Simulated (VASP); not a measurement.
# In2As3 (Pm-3m) in VASP: notebook, part 2 of 2

VASP 6.6.1. Earlier steps stand in the parts before.

### 4 Relaxation of cell and atoms, PBE

INCAR

```
ALGO = Normal
EDIFF = 1E-6
EDIFFG = -0.04
ENCUT = 600
GGA = PE
IBRION = 2
ISIF = 3
ISMEAR = 0
LASPH = True
LCHARG = False
LREAL = False
LWAVE = False
NELM = 80
NSW = 90
PREC = Accurate
SIGMA = 0.1
```

KPOINTS

```
k-points
0
Gamma
  4 4 4
```

POSCAR

```
In2As3
1.0
    4.2194768400      0.0000000000      0.0000000000
    0.0000000000      4.2194768400      0.0000000000
    0.0000000000      0.0000000000      4.2194768400
In As
2 3
Direct
    0.5000000000      0.5000000000      0.5000000000
    0.0000000000      0.0000000000      0.0000000000
    0.0000000000      0.5000000000      0.5000000000
    0.5000000000      0.0000000000      0.5000000000
    0.5000000000      0.5000000000      0.0000000000
```

Command:

```
$ cat potpaw_PBE.64/In_d/POTCAR potpaw_PBE.64/As/POTCAR > POTCAR
$ mpirun -np 1 vasp_std > vasp.out
```

Run time: 3.5 min. Hardware: 1 thread of Intel Xeon 8259CL, shared host; peak memory 0.21 GiB.

Results (log left out):

```yaml
Free_energy: -15.4652 eV
Relaxed_volume: 29.87 Å³/atom
Relaxed_cell: a = 5.306 Å, b = 5.306 Å, c = 5.306 Å, α = 90.00°, β = 90.00°, γ = 90.00°
Space_group_after_relaxing_to_0.1_Å: Pm-3m (No. 221)
Energy_gained_by_relaxing: 2937.3 meV/atom
Ionic_steps: 3
Pressure_after_relaxing: -0.2 GPa
Band_gap_on_the_k_mesh: zero (an odd number of electrons rules out a gap without spin polarisation)
```

Step by step:
| step | energy change (eV) | largest force (eV/Å) | pressure (GPa) | volume (Å³) |
| --- | --- | --- | --- | --- |
| 1 | 0.0000 | 0.0000 | 122.63 | 75.12 |
| 2 | -10.5970 | 0.0000 | -5.18 | 282.35 |
| 3 | -14.6865 | 0.0000 | -0.15 | 149.35 |

Final structure:
```cif
data_structure
_symmetry_space_group_name_H-M 'P 1'
_symmetry_Int_Tables_number 1
_cell_length_a 5.3055
_cell_length_b 5.3055
_cell_length_c 5.3055
_cell_angle_alpha 90.000
_cell_angle_beta 90.000
_cell_angle_gamma 90.000
_cell_volume 149.35
loop_
_atom_site_label
_atom_site_type_symbol
_atom_site_fract_x
_atom_site_fract_y
_atom_site_fract_z
_atom_site_occupancy
In1 In 0.50000 0.50000 0.50000 1
In2 In 0.00000 0.00000 0.00000 1
As1 As 0.00000 0.50000 0.50000 1
As2 As 0.50000 0.00000 0.50000 1
As3 As 0.50000 0.50000 0.00000 1
```

Levels at points of the mesh, in eV from the Fermi level:
```
           k point  band 18  band 19  band 20  band 21  band 22  band 23
(0.00, 0.00, 0.00)    -0.74     0.15     0.15     0.16     0.16     0.16
(0.50, 0.00, 0.00)    -0.92    -0.92    -0.41     0.24     0.41     0.41
(0.50, 0.50, 0.00)    -1.26    -0.54    -0.54    -0.47     0.99     3.65
(0.50, 0.50, 0.50)    -2.68     1.04     1.04     1.58     1.58     1.58
```

Caveat: the k points lie up to 0.30 Å⁻¹ apart in the final cell, too coarse for converged energies and pressures of a metal; the volume moved by over 15 % at a fixed basis, so the end points are rough; spin-orbit coupling is left out, which moves the levels of the heavy elements.

### 5 Single point, PBE

This run uses another cell than the first one, of 29.92 Å³/atom.

INCAR

```
  PREC = Accurate
  ENCUT = 520
  EDIFF = 1E-7
  ISMEAR = 0
  SIGMA = 0.1
  LREAL = False
  LASPH = True
  NELM = 60
  ALGO = Normal
  ISIF = 2
  LWAVE = False
  LCHARG = False
  GGA = PE
  NBANDS = 28
```

KPOINTS

```
regular mesh
0
Gamma
  8 8 8
```

Edit POSCAR of step 4 so:

```diff
@@ -2,5 +2,5 @@
 1.0
-    4.2194768400      0.0000000000      0.0000000000
-    0.0000000000      4.2194768400      0.0000000000
-    0.0000000000      0.0000000000      4.2194768400
+    5.3086610873      0.0000000000      0.0000000000
+    0.0000000000      5.3086610873      0.0000000000
+    0.0000000000      0.0000000000      5.3086610873
 In As
```

Potentials or basis: VASP PAW PBE potentials, release 64 (In_d, As).

Command:

```
$ cat potpaw_PBE.64/In_d/POTCAR potpaw_PBE.64/As/POTCAR > POTCAR
$ mpirun -np 1 vasp_std > vasp.out
```

OUTCAR:

```text
PREC = Accurate
   ENCUT = 520
   EDIFF = 1E-7
   ISMEAR = 0
   LREAL = False
   LASPH = True
   NELM = 60
   ISIF = 2
   GGA = PE

 ion  position               nearest neighbor table
   1  0.500  0.500  0.500-   3 2.65   4 2.65   5 2.65   5 2.65   4 2.65   3 2.65
   2  0.000  0.000  0.000-
   3  0.000  0.500  0.500-   1 2.65   1 2.65
   4  0.500  0.000  0.500-   1 2.65   1 2.65
   5  0.500  0.500  0.000-   1 2.65   1 2.65

  LATTYP: Found a simple cubic cell.
[... 939 lines left out ...]

 [... further k-points ...]
[... 5 lines left out ...]
  --------------------------------------------------------------------------------------
  -------------------------------------------------------------------------------------
  Total        0.0489136      0.0489136      0.0489136     -0.0000000      0.0000000      0.0000000
  in kB        0.5238239      0.5238239      0.5238239     -0.0000000      0.0000000      0.0000000
  external PRESSURE =       0.5238239 kB  Pullay stress =       0.0000000 kB

 VOLUME and BASIS-vectors are now :
 -----------------------------------------------------------------------------
  energy-cutoff  :      520.00
  volume of cell :      149.61
      direct lattice vectors                 reciprocal lattice vectors
     5.308661087  0.000000000  0.000000000     0.188371415  0.000000000  0.000000000
     0.000000000  5.308661087  0.000000000     0.000000000  0.188371415  0.000000000
     0.000000000  0.000000000  5.308661087     0.000000000  0.000000000  0.188371415

 POSITION                                       TOTAL-FORCE (eV/Angst)
 -----------------------------------------------------------------------------------
      2.65433      2.65433      2.65433         0.000000      0.000000      0.000000
      0.00000      0.00000      0.00000         0.000000      0.000000      0.000000
      0.00000      2.65433      2.65433         0.000000      0.000000      0.000000
      2.65433      0.00000      2.65433         0.000000      0.000000      0.000000
      2.65433      2.65433      0.00000         0.000000      0.000000      0.000000
 -----------------------------------------------------------------------------------
    total drift:                               -0.000000      0.000000     -0.000000

  FREE ENERGIE OF THE ION-ELECTRON SYSTEM (eV)
  ---------------------------------------------------
  free  energy   TOTEN  =       -15.3607316217 eV

  energy  without entropy=      -15.3300348166  energy(sigma->0) =      -15.34538322
```

OSZICAR:

```text
N       E                     dE             d eps       ncg     rms          rms(c)
DAV:   1     0.330612538999E+03    0.33061E+03   -0.17583E+04  1960   0.146E+03
DAV:   2     0.199042717497E+02   -0.31071E+03   -0.30352E+03  2020   0.366E+02
DAV:   3    -0.138524479384E+02   -0.33757E+02   -0.32987E+02  2540   0.133E+02
DAV:   4    -0.154529909899E+02   -0.16005E+01   -0.15825E+01  2284   0.288E+01
DAV:   5    -0.155282819425E+02   -0.75291E-01   -0.75251E-01  2964   0.624E+00    0.527E+00
DAV:   6    -0.153903200868E+02    0.13796E+00   -0.19755E-01  2548   0.570E+00    0.273E+00
DAV:   7    -0.153612229470E+02    0.29097E-01   -0.10860E-01  2452   0.260E+00    0.481E-01
DAV:   8    -0.153606473525E+02    0.57559E-03   -0.15570E-02  2272   0.120E+00    0.140E-01
DAV:   9    -0.153607029897E+02   -0.55637E-04   -0.92419E-04  2916   0.199E-01    0.686E-02
DAV:  10    -0.153607265967E+02   -0.23607E-04   -0.74136E-05  2552   0.739E-02    0.246E-02
DAV:  11    -0.153607320423E+02   -0.54456E-05   -0.12236E-05  2448   0.381E-02    0.338E-03
DAV:  12    -0.153607316862E+02    0.35617E-06   -0.93152E-07  2700   0.778E-03    0.110E-03
DAV:  13    -0.153607316217E+02    0.64501E-07   -0.11193E-07  1620   0.258E-03
   1 F= -.15360732E+02 E0= -.15345383E+02  d E =-.306968E-01
```

Wall time 2.9 min (1 thread of Intel Xeon 8259CL, shared host); peak memory 0.31 GiB.

What came out:

* Free energy: -15.3607 eV
* Pressure: 0.1 GPa
* Band gap on the k mesh: zero (an odd number of electrons rules out a gap without spin polarisation)

Levels at points of the mesh, in eV from the Fermi level:
| k point | band 17 | band 18 | band 19 | band 20 | band 21 | band 22 | band 23 | band 24 |
| --- | --- | --- | --- | --- | --- | --- | --- | --- |
| (0.00, 0.00, 0.00) | -3.54 | -0.87 | 0.06 | 0.06 | 0.06 | 0.07 | 0.07 | 0.07 |
| (0.50, 0.00, 0.00) | -3.42 | -1.00 | -1.00 | -0.49 | 0.16 | 0.31 | 0.31 | 1.84 |
| (0.50, 0.50, 0.00) | -1.34 | -1.34 | -0.62 | -0.62 | -0.54 | 0.87 | 1.46 | 2.35 |
| (0.50, 0.50, 0.50) | -2.75 | -2.75 | 0.92 | 0.92 | 1.48 | 1.48 | 1.48 | 3.90 |

Caveat: spin-orbit coupling is left out, which moves the levels of the heavy elements.

### 6 Relaxation of cell and atoms, PBE

This run uses another cell than the first one, of 29.70 Å³/atom.

INCAR

```
SYSTEM = In2As3
  ALGO = Normal
  EDIFF = 1E-7
  EDIFFG = -0.01
  ENCUT = 600
  GGA = PE
  IBRION = 2
  ISIF = 3
  ISMEAR = 0
  LASPH = .True.
  LCHARG = .False.
  LREAL = .False.
  LWAVE = .False.
  NELM = 100
  NSW = 100
  PREC = Accurate
  SIGMA = 0.1
```

KPOINTS

```
k-points
0
Gamma
  8 8 8
  0 0 0
```

Edit POSCAR of step 5 so:

```diff
@@ -2,5 +2,5 @@
 1.0
-    5.3086610873      0.0000000000      0.0000000000
-    0.0000000000      5.3086610873      0.0000000000
-    0.0000000000      0.0000000000      5.3086610873
+    5.2953939780      0.0000000000      0.0000000000
+    0.0000000000      5.2953939780      0.0000000000
+    0.0000000000      0.0000000000      5.2953939780
 In As
```

Potentials or basis: VASP PAW PBE potentials, release 64 (In_d, As).

Command:

```
$ cat potpaw_PBE.64/In_d/POTCAR potpaw_PBE.64/As/POTCAR > POTCAR
$ mpirun -np 1 vasp_std > vasp.out
```

It took 5.8 min on 1 thread of Intel Xeon 8259CL, shared host; peak memory 0.36 GiB.

Results (log left out):

```yaml
Free_energy: -15.3608 eV
Relaxed_volume: 29.97 Å³/atom
Relaxed_cell: a = 5.311 Å, b = 5.311 Å, c = 5.311 Å, α = 90.00°, β = 90.00°, γ = 90.00°
Space_group_after_relaxing_to_0.1_Å: Pm-3m (No. 221)
Energy_gained_by_relaxing: 0.3 meV/atom
Ionic_steps: 2
Pressure_after_relaxing: 0.0 GPa
Band_gap_on_the_k_mesh: zero (an odd number of electrons rules out a gap without spin polarisation)
```

Step by step:
```csv
step,energy change (eV),largest force (eV/Å),pressure (GPa),volume (Å³)
1,0.0000,0.0000,0.34,148.49
2,-0.0015,0.0000,0.01,149.84
```

Final structure:
```
In As
1.0
     5.31144    0.00000    0.00000
     0.00000    5.31144    0.00000
     0.00000    0.00000    5.31144
In As
2 3
Direct
  0.50000 0.50000 0.50000
  0.00000 0.00000 0.00000
  0.00000 0.50000 0.50000
  0.50000 0.00000 0.50000
  0.50000 0.50000 0.00000
```

Levels at points of the mesh, in eV from the Fermi level:
```tsv
k point	band 16	band 17	band 18	band 19	band 20	band 21	band 22	band 23	band 24
(0.00, 0.00, 0.00)	-3.83	-3.54	-0.87	0.06	0.06	0.06	0.07	0.07	0.07
(0.50, 0.00, 0.00)	-3.41	-3.41	-0.99	-0.99	-0.49	0.16	0.31	0.31	1.83
(0.50, 0.50, 0.00)	-3.03	-1.34	-1.34	-0.62	-0.62	-0.55	0.87	1.46	2.35
(0.50, 0.50, 0.50)	-2.75	-2.75	-2.75	0.91	0.91	1.48	1.48	1.48	3.90
```

Caveat: the highest band is partly filled, so the run has too few bands; spin-orbit coupling is left out, which moves the levels of the heavy elements.

### 7 Overview

```tsv
task	cell	k mesh	cutoff (eV)	gap on the mesh (eV)	pressure (GPa)	relaxed volume (Å³/atom)
single point	a = 4.219 Å, 5 atoms	4 × 4 × 4	520	none	122.6	-
single point	a = 5.295 Å, 5 atoms	4 × 4 × 4	520	none	0.1	-
relaxation of cell and atoms	relaxed from a = 4.219 Å, 5 atoms	4 × 4 × 4	600	none	-0.2	29.87
single point	a = 5.309 Å, 5 atoms	8 × 8 × 8	520	none	0.1	-
relaxation of cell and atoms	relaxed from a = 5.295 Å, 5 atoms	8 × 8 × 8	600	none	0.0	29.97
```

Alike in all rows: level PBE; potentials or basis VASP PAW PBE potentials, release 64 (In_d, As); no spin polarisation; smearing gaussian 0.1 eV.

Caveats: some runs use coarse meshes; spin-orbit coupling is left out, which moves the levels of the heavy elements; the volume moved by over 15 % at a fixed basis, so the end points are rough (at least some runs); the highest band is partly filled, so the run has too few bands (at least some runs).

Absolute energies hang on the potentials; compare differences alone.
